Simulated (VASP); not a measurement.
A run of VASP 6.6.1 is set up as follows.

INCAR

```
ALGO     = Normal         # electronic algorithm
EDIFF    = 1E-6           # SCF threshold, eV
ENCUT    = 520            # plane-wave cutoff, eV
GGA      = PE             # functional
ISIF     = 2              # what is computed and relaxed
ISMEAR   = -1             # smearing method
LASPH    = T              # aspherical terms in the spheres
LCHARG   = F              # write CHGCAR
LREAL    = F              # projectors in reciprocal space
LWAVE    = F              # write WAVECAR
NBANDS   = 35             # bands
NELM     = 100            # most SCF steps
PREC     = Accurate       # precision mode
SIGMA    = 0.15           # smearing width, eV
```

The input KPOINTS:

```
k-points
0
Gamma
  6 6 2
```

Contents of POSCAR:

```
MoS2
1.0
    3.1690000000      0.0000000000      0.0000000000
   -1.5845000000      2.7444350000      0.0000000000
    0.0000000000      0.0000000000     16.3240000000
Mo S
2 4
Direct
    0.3333333333      0.6666666667      0.1887405048
    0.6666666667      0.3333333333      0.5662215143
    0.3333333333      0.6666666667      0.4703413379
    0.6666666667      0.3333333333      0.0928603284
    0.3333333333      0.6666666667      0.6621016908
    0.6666666667      0.3333333333      0.2846206812
```

Potentials or basis: VASP PAW PBE potentials, release 64 (Mo_sv, S).

Run with:

```console
$ cat potpaw_PBE.64/Mo_sv/POTCAR potpaw_PBE.64/S/POTCAR > POTCAR
$ mpirun -np 1 vasp_std > vasp.out
```

Task: What does it give for the band gap on the k mesh?

Result: 1.28 eV, indirect (least direct gap 1.69 eV).

Task: Estimate the largest force.

Result: 0.072 eV/Å.

Forces on the atoms (eV/Å):
```
Mo   0.000  0.000 -0.039
Mo   0.000  0.000  0.039
S    0.000  0.000  0.072
S    0.000  0.000 -0.042
S    0.000  0.000  0.042
S    0.000  0.000 -0.072
```
